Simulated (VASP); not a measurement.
Runs of VASP 6.6.1 on InSe. The structure is that of space group P6_3/mmc (No. 194), or close to it. The cells are those of the table. 

```csv
level,cell,k mesh,smearing,gap on the mesh (eV),pressure (GPa),largest force (eV/Å)
PBE+D3(BJ),"a = 4.032, b = 4.032, c = 16.762 Å, angles 90.0, 90.0, 120.0°, 8 atoms",6 × 6 × 2,gaussian 0.03 eV,0.36,0.1,0.01
PBE+D3(BJ),"a = 4.032, b = 4.032, c = 16.762 Å, angles 90.0, 90.0, 120.0°, 8 atoms",12 × 12 × 2,gaussian 0.02 eV,0.36,0.0,0.02
PBE+D3(BJ),"a = 4.075, b = 4.075, c = 17.393 Å, angles 90.0, 90.0, 120.0°, 8 atoms",12 × 12 × 2,gaussian 0.02 eV,(b),-1.0,0.02
PBEsol,"a = 4.032, b = 4.032, c = 16.762 Å, angles 90.0, 90.0, 120.0°, 8 atoms",12 × 12 × 2,gaussian 0.02 eV,0.26,-0.7,0.15
PBE+D3(BJ),"a = 4.044, b = 4.044, c = 16.762 Å, angles 90.0, 90.0, 120.0°, 8 atoms",6 × 6 × 2,gaussian 0.1 eV,0.31,(a),0.04
PBE+D3(BJ),"a = 3.964, b = 3.964, c = 16.301 Å, angles 90.0, 90.0, 120.0°, 8 atoms",12 × 12 × 2,gaussian 0.02 eV,0.49,2.1,0.02
PBE+D3(BJ),"a = 3.922, b = 3.922, c = 16.119 Å, angles 90.0, 90.0, 120.0°, 8 atoms",12 × 12 × 2,gaussian 0.02 eV,0.60,3.5,0.02
```

Alike in all rows: task single point; potentials or basis VASP PAW PBE potentials, release 64 (In_d, Se); no spin polarisation; cutoff (eV) 520.

Q: Fill in the values left out.

A: (a) -0.1; (b) 0.41.

Caveats: spin-orbit coupling is left out, which moves the levels of the heavy elements; the PAW data sets were made with another functional, which shifts forces and pressure a little (some runs); this functional lacks dispersion, which binds the layers, so the pressure and a relaxed spacing across them are unreliable (some runs).

A k mesh can miss the band edges, and the runs leave out spin-orbit coupling on In, Se.
